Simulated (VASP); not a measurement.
# Hf7TaO16 (a cell with a defect): electric field gradients with PBE

Hf7TaO16 (a cell with a defect):

```
CELL_PARAMETERS angstrom
0.00000 5.11500 5.11500
5.11500 0.00000 5.11500
5.11500 5.11500 0.00000
ATOMIC_POSITIONS crystal
Ta 0.00000 0.00000 0.00000
Hf 0.00000 0.00000 0.50000
Hf 0.00000 0.50000 0.00000
Hf 0.00000 0.50000 0.50000
Hf 0.50000 0.00000 0.00000
Hf 0.50000 0.00000 0.50000
Hf 0.50000 0.50000 0.00000
Hf 0.50000 0.50000 0.50000
O 0.12500 0.12500 0.12500
O 0.12500 0.12500 0.62500
O 0.12500 0.62500 0.12500
O 0.12500 0.62500 0.62500
O 0.62500 0.12500 0.12500
O 0.62500 0.12500 0.62500
O 0.62500 0.62500 0.12500
O 0.62500 0.62500 0.62500
O 0.37500 0.37500 0.37500
O 0.37500 0.37500 0.87500
O 0.37500 0.87500 0.37500
O 0.37500 0.87500 0.87500
O 0.87500 0.37500 0.37500
O 0.87500 0.37500 0.87500
O 0.87500 0.87500 0.37500
O 0.87500 0.87500 0.87500
```

- Program: VASP 6.6.1
- Task: electric field gradients
- Functional: PBE
- Potentials or basis: VASP PAW PBE potentials, release 64 (Ta_pv, Hf_pv, O)
- Cutoff: 520 eV
- k mesh: 3 × 3 × 3
- Occupations: fermi-dirac, width 0.01 eV
- Spin: collinear spin
- Starting moments: [1.0, 0.0, 0.0, 0.0, 0.0, 0.0, 0.0, 0.0, 0.0, 0.0, 0.0, 0.0, 0.0, 0.0, 0.0, 0.0, 0.0, 0.0, 0.0, 0.0, 0.0, 0.0, 0.0, 0.0] μB
- Dipole correction: no
- Further INCAR settings: LREAL = Auto; ALGO = Normal; EDIFF = 1e-08; NBANDS = 110

The pressure is -6.9 GPa, the largest force is 0.211 eV/Å and the band gap on the k mesh is zero (filled and empty bands overlap). The net moment is 1.00 μB per cell and the site moments are Ta +0.74; Hf +0.01, +0.00 (each value once); O +0.00, -0.00 (each value once) μB. The largest electric field gradient by atom is Ta +0.0; Hf +4.9, -0.0 (each value once); O +14.8, +1.1 (each value once) V/Å² and the valence electrons inside the program's atomic spheres are Ta 8.49; Hf 8.15; O 5.09, 5.10 (each value once).

Forces in eV/Å, atoms in the order of the input:
```
Ta   0.000  0.000  0.000
Hf   0.000  0.000  0.000
Hf   0.000  0.000  0.000
Hf   0.000  0.000  0.000
Hf   0.000  0.000  0.000
Hf   0.000  0.000  0.000
Hf   0.000  0.000  0.000
Hf   0.000  0.000  0.000
O   -0.122 -0.122 -0.122
O    0.122  0.122 -0.122
O    0.122 -0.122  0.122
O    0.035 -0.035 -0.035
O   -0.122  0.122  0.122
O   -0.035  0.035 -0.035
O   -0.035 -0.035  0.035
O    0.035  0.035  0.035
O   -0.035 -0.035 -0.035
O    0.035  0.035 -0.035
O    0.035 -0.035  0.035
O    0.122 -0.122 -0.122
O   -0.035  0.035  0.035
O   -0.122  0.122 -0.122
O   -0.122 -0.122  0.122
O    0.122  0.122  0.122
```

Levels at points of the mesh, in eV from the Fermi level:
Spin up:
| k point | band 85 | band 86 | band 87 | band 88 | band 89 | band 90 | band 91 | band 92 | band 93 | band 94 |
| --- | --- | --- | --- | --- | --- | --- | --- | --- | --- | --- |
| (0.00, 0.00, 0.00) | -3.60 | -3.01 | -3.00 | -3.00 | -0.30 | -0.30 | 0.65 | 0.80 | 0.80 | 1.11 |
Spin down:
| k point | band 84 | band 85 | band 86 | band 87 | band 88 | band 89 | band 90 | band 91 | band 92 | band 93 |
| --- | --- | --- | --- | --- | --- | --- | --- | --- | --- | --- |
| (0.00, 0.00, 0.00) | -3.60 | -3.60 | -3.02 | -3.00 | -3.00 | 0.51 | 0.51 | 0.69 | 0.81 | 0.81 |

Electric field gradients, principal values (V/Å²):
```
atom   least  middle  greatest (by size)
1 Ta  -0.001   0.001               0.001
2 Hf  -1.841  -3.047               4.888
3 Hf  -1.841  -3.047               4.888
4 Hf  -1.840  -3.048               4.888
5 Hf  -1.841  -3.047               4.888
6 Hf  -1.840  -3.048               4.888
7 Hf  -1.840  -3.048               4.888
8 Hf   0.000   0.000              -0.001
 9 O  -7.425  -7.425              14.850
10 O  -7.419  -7.425              14.844
11 O  -7.419  -7.425              14.844
12 O  -0.563  -0.569               1.132
13 O  -7.419  -7.425              14.844
14 O  -0.563  -0.569               1.132
15 O  -0.563  -0.569               1.132
16 O  -0.569  -0.569               1.137
17 O  -0.569  -0.569               1.137
18 O  -0.563  -0.569               1.132
19 O  -0.563  -0.569               1.132
20 O  -7.419  -7.425              14.844
21 O  -0.563  -0.569               1.132
22 O  -7.419  -7.425              14.844
23 O  -7.419  -7.425              14.844
24 O  -7.425  -7.425              14.850
```

Run time: 16 min on 1 thread of AMD EPYC 7R43 64-Core Processor (Zen 3), on a shared host, peak memory 0.55 GiB.

Caveat: without QUAD_EFG the Cq values of the log hold for a quadrupole moment of 1 mb, not for the nuclei; spin-orbit coupling is left out, which moves the levels of the heavy elements.
